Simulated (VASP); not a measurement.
# SiO2 (I-42d) in VASP: settings compared

The runs below take SiO2 through single point, with PBE, r2SCAN.

Program: VASP 6.6.1. These are calculated values, not measurements. Logs are shortened: lines on timing, memory, paths and dates and some standing lists are left out, and cuts for length are marked.

## Step 1: The cell of the first run

The structure is tetragonal, space group I-42d (No. 122). The conventional cell has a = 4.944 Å, b = 4.944 Å, c = 7.316 Å, α = 90.00°, β = 90.00°, γ = 90.00°. Si (site symmetry -4) has 4 O at 1.61 Å within 2.1 Å. O (site symmetry 2) has 2 Si at 1.61 Å within 2.1 Å.

## Step 2: Single point, PBE

Contents of INCAR:

```
SYSTEM = SiO2
PREC = Accurate
ENCUT = 520
EDIFF = 1E-6
ISMEAR = 0
SIGMA = 0.01
LREAL = .FALSE.
LASPH = .TRUE.
NELM = 100
ALGO = Normal
ISIF = 2
LWAVE = .FALSE.
LCHARG = .FALSE.
GGA = PE
NBANDS = 25
```

Contents of KPOINTS:

```
Automatic mesh
0
G
  6 6 6
  0 0 0
```

Contents of POSCAR:

```
SiO2
1.0
   -2.4719629981      2.4719629981      3.6578437059
    2.4719629981     -2.4719629981      3.6578437059
    2.4719629981      2.4719629981     -3.6578437059
Si O
2 4
Direct
    0.0000000000      0.0000000000      0.0000000000
    0.7500000000      0.2500000000      0.5000000000
    0.9733622659      0.6250000000      0.8483622659
    0.3750000000      0.2233622659      0.3483622659
    0.7766377341      0.1250000000      0.1516377341
    0.8750000000      0.0266377341      0.6516377341
```

Potentials or basis: VASP PAW PBE potentials, release 64 (Si, O).

Run with:

```
> cat potpaw_PBE.64/Si/POTCAR potpaw_PBE.64/O/POTCAR > POTCAR
> mpirun -np 1 vasp_std > vasp.out
```

OUTCAR:

```text
SYSTEM = SiO2
   PREC = Accurate
   ENCUT = 520
   EDIFF = 1E-6
   ISMEAR = 0
   LREAL = .FALSE.
   LASPH = .TRUE.
   NELM = 100
   ISIF = 2
   GGA = PE

 ion  position               nearest neighbor table
   1  0.000  0.000  0.000-   4 1.61   3 1.61   5 1.61   6 1.61   2 3.07   2 3.07   2 3.07   2 3.07

   2  0.750  0.250  0.500-   3 1.61   4 1.61   5 1.61   6 1.61   1 3.07   1 3.07   1 3.07   1 3.07

   3  0.973  0.625  0.848-   2 1.61   1 1.61
   4  0.375  0.223  0.348-   1 1.61   2 1.61
   5  0.777  0.125  0.152-   1 1.61   2 1.61
   6  0.875  0.027  0.652-   1 1.61   2 1.61

  LATTYP: Found a body centered tetragonal cell.
 ALAT       =     4.9439259962
 C/A-ratio  =     1.4797323862

  Lattice vectors:

 A1 = (  -2.4719629981,   2.4719629981,   3.6578437059)
 A2 = (   2.4719629981,  -2.4719629981,   3.6578437059)
 A3 = (   2.4719629981,   2.4719629981,  -3.6578437059)

Analysis of symmetry for initial positions (statically):
=====================================================================
 Subroutine PRICEL returns:
 Original cell was already a primitive cell.

 Routine SETGRP: Setting up the symmetry group for a
 body centered tetragonal supercell.

 Subroutine GETGRP returns: Found  8 space group operations
 (whereof  4 operations were pure point group operations)
 out of a pool of 16 trial point group operations.

The static configuration has the point symmetry S_4 .
 The point group associated with its full space group is D_2d.

Analysis of symmetry for dynamics (positions and initial velocities):
=====================================================================
 Subroutine PRICEL returns:
 Original cell was already a primitive cell.

 Routine SETGRP: Setting up the symmetry group for a
 body centered tetragonal supercell.

 Subroutine GETGRP returns: Found  8 space group operations
 (whereof  4 operations were pure point group operations)
 out of a pool of 16 trial point group operations.

The dynamic configuration has the point symmetry S_4 .
 The point group associated with its full space group is D_2d.

 Subroutine INISYM returns: Found  8 space group operations
 (whereof  4 operations are pure point group operations),
 and found     1 'primitive' translations

----------------------------------------------------------------------------------------

                                     Primitive cell

  volume of cell :      89.4065

  direct lattice vectors                    reciprocal lattice vectors
    -2.471962998  2.471962998  3.657843706     0.000000000  0.202268400  0.136692554
     2.471962998 -2.471962998  3.657843706     0.202268400  0.000000000  0.136692554
     2.471962998  2.471962998 -3.657843706     0.202268400  0.202268400  0.000000000

  length of vectors
     5.059745320  5.059745320  5.059745320     0.244125705  0.244125705  0.286050714

  position of ions in fractional coordinates (direct lattice)
     0.000000000  0.000000000  0.000000000
     0.750000000  0.250000000  0.500000000
     0.973362266  0.625000000  0.848362266
     0.375000000  0.223362266  0.348362266
     0.776637734  0.125000000  0.151637734
     0.875000000  0.026637734  0.651637734

  ion indices of the primitive-cell ions
   primitive index   ion index
                 1           1
                 2           2
                 3           3
                 4           4
                 5           5
                 6           6

----------------------------------------------------------------------------------------

 KPOINTS: Automatic mesh

Automatic generation of k-mesh.
 Grid dimensions read from file:
 generate k-points for:    6    6    6

 Generating k-lattice:

  Cartesian coordinates                     Fractional coordinates (reciprocal lattice)
     0.000000000  0.033711400  0.022782092     0.166666667  0.000000000  0.000000000
     0.033711400  0.000000000  0.022782092     0.000000000  0.166666667  0.000000000
     0.033711400  0.033711400  0.000000000     0.000000000  0.000000000  0.166666667

  Length of vectors
     0.040687618  0.040687618  0.047675119

  Shift w.r.t. Gamma in fractional coordinates (k-lattice)
     0.000000000  0.000000000  0.000000000

 Subroutine IBZKPT returns following result:
 ===========================================

 Found     30 irreducible k-points:

 Following reciprocal coordinates:
            Coordinates               Weight
  0.000000  0.000000  0.000000      1.000000
  0.166667 -0.000000  0.000000      8.000000
  0.333333 -0.000000  0.000000      8.000000
  0.500000 -0.000000  0.000000      4.000000
  0.166667  0.166667  0.000000      8.000000
  0.333333  0.166667  0.000000     16.000000
[... 16 lines left out ...]
 -0.333333 -0.333333  0.166667      8.000000
 -0.166667 -0.333333  0.166667      8.000000
 [... further k-points ...]
   k-points           NKPTS =     30   k-points in BZ     NKDIM =     30   number of bands    NBANDS=     25
   number of dos      NEDOS =    301   number of ions     NIONS =      6
   total plane-waves  NPLWV =  64000
   dimension x,y,z NGX =    40 NGY =   40 NGZ =   40
   dimension x,y,z NGXF=    80 NGYF=   80 NGZF=   80
   ions per type =               2   4
   NGX,Y,Z   is equivalent  to a cutoff of  13.14, 13.14, 13.14 a.u.
   NGXF,Y,Z  is equivalent  to a cutoff of  26.29, 26.29, 26.29 a.u.
 SYSTEM =  SiO2
   PREC   = accura    normal or accurate (medium, high low for compatibility)
   ISTART =      0    job   : 0-new  1-cont  2-samecut
   ICHARG =      2    charge: 1-file 2-atom 10-const
   ISPIN  =      1    spin polarized calculation?
   LNONCOLLINEAR =      F non collinear calculations
   LSORBIT =      F    spin-orbit coupling
   LASPH  =      T    aspherical Exc in radial PAW
   ENCUT  =  520.0 eV  38.22 Ry    6.18 a.u.   9.41  9.41  9.41*2*pi/ulx,y,z
   NELM   =    100;   NELMIN=  2; NELMDL= -5     # of ELM steps
   EDIFF  = 0.1E-05   stopping-criterion for ELM
   LREAL  =      F    real-space projection
   EDIFFG = 0.1E-04   stopping-criterion for IOM
   NSW    =      0    number of steps for IOM
   IBRION =     -1    ionic relax: 0-MD 1-quasi-New 2-CG
   NFREE  =      0    steps in history (QN), initial steepest desc. (CG)
   ISIF   =      2    stress and relaxation
   ISYM   =      2    0-nonsym 1-usesym 2-fastsym
   POTIM  = 0.5000    time-step for ionic-motion
   TEBEG  =    0.0;   TEEND  =   0.0 temperature during run
   PSTRESS=    0.0 pullay stress
   NELECT =      32.0000    total number of electrons
   NUPDOWN=      -1.0000    fix difference up-down
   EMIN   =  10.00;   EMAX   =-10.00  energy-range for DOS
   EFERMI =   0.00;   METHOD = LEGACY
   ISMEAR =     0;   SIGMA  =   0.01  broadening in eV -4-tet -1-fermi 0-gaus
   EFERMI_NEDOS =   21; number of points for ismear=-14 and -15
   IALGO  =     38    algorithm
   IMIX   =      4    mixing-type and parameters
     AMIX     =   0.40;   BMIX     =  1.00
     AMIX_MAG =   1.60;   BMIX_MAG =  1.00
  volume/ion in A,a.u.               =      14.90       100.56
  Fermi-wavevector in a.u.,A,eV,Ry     =   1.162345  2.196514 18.382102  1.351046
  Thomas-Fermi vector in A             =   2.298907
   LORBIT       =      0    0 simple, 1 ext, 2 COOP (PROOUT), +10 PAW based schemes
   GGA     = PE    functional components
   LHFCALC =     F    Hartree Fock is set to
   AEXX    =    0.0000 exact exchange contribution
   IVDW    =     0    specifies the selected vdW correction
   LEPSILON=     F    determine dielectric tensor
   LRPA    =     F    only Hartree local field effects (RPA)
 non-spin polarized calculation
 Gauss-broadening in eV      SIGMA  =   0.01
  energy-cutoff  :      520.00
  volume of cell :       89.41
 maximum number of plane-waves:      2429
 NGX is ok and might be reduce to    40
   NGX = 19   NGY = 19   NGZ = 19

 number of electron      32.0000005 magnetization

 Free energy of the ion-electron system (eV)
  ---------------------------------------------------
  ext. energy  EPLUGINS =         0.00000000
  ---------------------------------------------------
  free energy    TOTEN  =       -47.44928753 eV

  energy without entropy =      -47.44928753  energy(sigma->0) =      -47.44928753

 E-fermi :  -0.3579     XC(G=0):  -8.1927

 val. band max:       -0.4087055052   @ k =   0.0000   0.0000   0.0000
 cond. band min:       5.5271095975   @ k =   0.0000   0.0000   0.0000
 fundamental gap:      5.9358151028
 Fermi energy:        -0.3579257629

 k-point     1 :       0.0000    0.0000    0.0000
  band No.  band energies     occupation
      1     -19.6247      2.00000
      2     -17.5425      2.00000
      3     -17.5425      2.00000
      4     -17.4859      2.00000
      5      -9.6101      2.00000
      6      -5.9200      2.00000
[... 17 lines left out ...]
     24      12.6926      0.00000
     25      13.3667      0.00000

 k-point     2 :       0.1667   -0.0000    0.0000
  band No.  band energies     occupation
      1     -19.5417      2.00000
      2     -17.6696      2.00000
      3     -17.5474      2.00000
      4     -17.5058      2.00000
      5      -9.3964      2.00000
      6      -5.9876      2.00000
[... 17 lines left out ...]
     24      12.6607      0.00000
     25      13.1107      0.00000

 k-point     3 :       0.3333   -0.0000    0.0000
  band No.  band energies     occupation
      1     -19.3316      2.00000
      2     -17.9905      2.00000
      3     -17.5557      2.00000
      4     -17.5192      2.00000
      5      -8.9100      2.00000
      6      -6.2298      2.00000
[... 17 lines left out ...]
     24      12.4020      0.00000
     25      13.3876      0.00000

 k-point     4 :       0.5000   -0.0000    0.0000
  band No.  band energies     occupation
      1     -19.1818      2.00000
      2     -18.1943      2.00000
      3     -17.5590      2.00000
      4     -17.5256      2.00000
      5      -8.6145      2.00000
      6      -6.4085      2.00000
[... 17 lines left out ...]
     24      12.8331      0.00000
     25      13.0891      0.00000

 k-point     5 :       0.1667    0.1667    0.0000
  band No.  band energies     occupation
      1     -19.4114      2.00000
      2     -17.8641      2.00000
      3     -17.5568      2.00000
      4     -17.5224      2.00000
      5      -9.0743      2.00000
      6      -6.1759      2.00000
[... 17 lines left out ...]
     24      12.7486      0.00000
     25      13.2409      0.00000

 k-point     6 :       0.3333    0.1667    0.0000
  band No.  band energies     occupation
      1     -19.1861      2.00000
      2     -18.1787      2.00000
      3     -17.5647      2.00000
      4     -17.5320      2.00000
      5      -8.5864      2.00000
      6      -6.5315      2.00000
[... 17 lines left out ...]
     24      12.7998      0.00000
     25      13.3605      0.00000
[... 393 lines left out ...]
 k-point    21 :      -0.3333    0.5000    0.1667
  band No.  band energies     occupation
      1     -18.9514      2.00000
      2     -18.4515      2.00000
      3     -17.5712      2.00000
      4     -17.5540      2.00000
      5      -8.0642      2.00000
      6      -7.0096      2.00000
[... 17 lines left out ...]
     24      12.6926      0.00000
     25      13.1982      0.00000

 k-point    22 :      -0.1667    0.5000    0.1667
  band No.  band energies     occupation
      1     -19.1224      2.00000
      2     -18.2547      2.00000
      3     -17.5649      2.00000
      4     -17.5446      2.00000
      5      -8.4393      2.00000
      6      -6.5743      2.00000
[... 17 lines left out ...]
     24      12.9379      0.00000
     25      13.2605      0.00000

 k-point    23 :      -0.3333   -0.3333    0.1667
  band No.  band energies     occupation
      1     -19.1262      2.00000
      2     -18.2395      2.00000
      3     -17.5703      2.00000
      4     -17.5541      2.00000
      5      -8.3976      2.00000
      6      -6.6337      2.00000
[... 17 lines left out ...]
     24      12.8851      0.00000
     25      13.3853      0.00000

 k-point    24 :      -0.1667   -0.3333    0.1667
  band No.  band energies     occupation
      1     -19.3336      2.00000
      2     -17.9632      2.00000
      3     -17.5593      2.00000
      4     -17.5476      2.00000
      5      -8.8666      2.00000
      6      -6.2118      2.00000
[... 17 lines left out ...]
     24      12.7533      0.00000
     25      13.3109      0.00000

 [... further k-points ...]

------------------------ aborting loop because EDIFF is reached ----------------------------------------

  FORCE on cell =-STRESS in cart. coord.  units (eV):
  Direction    XX          YY          ZZ          XY          YZ          ZX
  --------------------------------------------------------------------------------------
  -------------------------------------------------------------------------------------
  Total        2.5867343      2.5867343      2.5056289      0.0000000      0.0000000      0.0000000
  in kB       46.3546534     46.3546534     44.9012332      0.0000000      0.0000000      0.0000000
  external PRESSURE =      45.8701800 kB  Pullay stress =       0.0000000 kB

 VOLUME and BASIS-vectors are now :
 -----------------------------------------------------------------------------
  energy-cutoff  :      520.00
  volume of cell :       89.41
      direct lattice vectors                 reciprocal lattice vectors
    -2.471962998  2.471962998  3.657843706     0.000000000  0.202268400  0.136692554
     2.471962998 -2.471962998  3.657843706     0.202268400  0.000000000  0.136692554
     2.471962998  2.471962998 -3.657843706     0.202268400  0.202268400  0.000000000

 POSITION                                       TOTAL-FORCE (eV/Angst)
 -----------------------------------------------------------------------------------
      0.00000      0.00000      0.00000        -0.000000      0.000000      0.000000
      0.00000      2.47196      1.82892        -0.000000      0.000000      0.000000
      1.23598      2.95826      2.74338        -0.000000      0.266885     -0.000000
      0.48630      1.23598      0.91446         0.266885      0.000000     -0.000000
     -1.23598      1.98567      2.74338        -0.000000     -0.266885      0.000000
     -0.48630      3.70794      0.91446        -0.266885      0.000000      0.000000
 -----------------------------------------------------------------------------------
    total drift:                                0.000002      0.000002      0.000001

  FREE ENERGIE OF THE ION-ELECTRON SYSTEM (eV)
  ---------------------------------------------------
  free  energy   TOTEN  =       -47.4492875291 eV

  energy  without entropy=      -47.4492875291  energy(sigma->0) =      -47.44928753
```

Run time: 78 s. Hardware: 1 thread of Intel Xeon Platinum 8259CL at 2.50GHz (Skylake/Cascade Lake), shared host; peak memory 0.25 GiB.

What came out:

```
Free energy            : -47.4493 eV
Pressure               : 4.6 GPa
Largest force          : 0.267 eV/Å
Band gap on the k mesh : 5.94 eV, direct
```

Forces in eV/Å, atoms in the order of the input:
```
Si   0.000  0.000  0.000
Si   0.000  0.000  0.000
O    0.000  0.267  0.000
O    0.267  0.000  0.000
O    0.000 -0.267  0.000
O   -0.267  0.000  0.000
```

A k mesh can miss the band edges.

(Continued in part 2 of 2.)
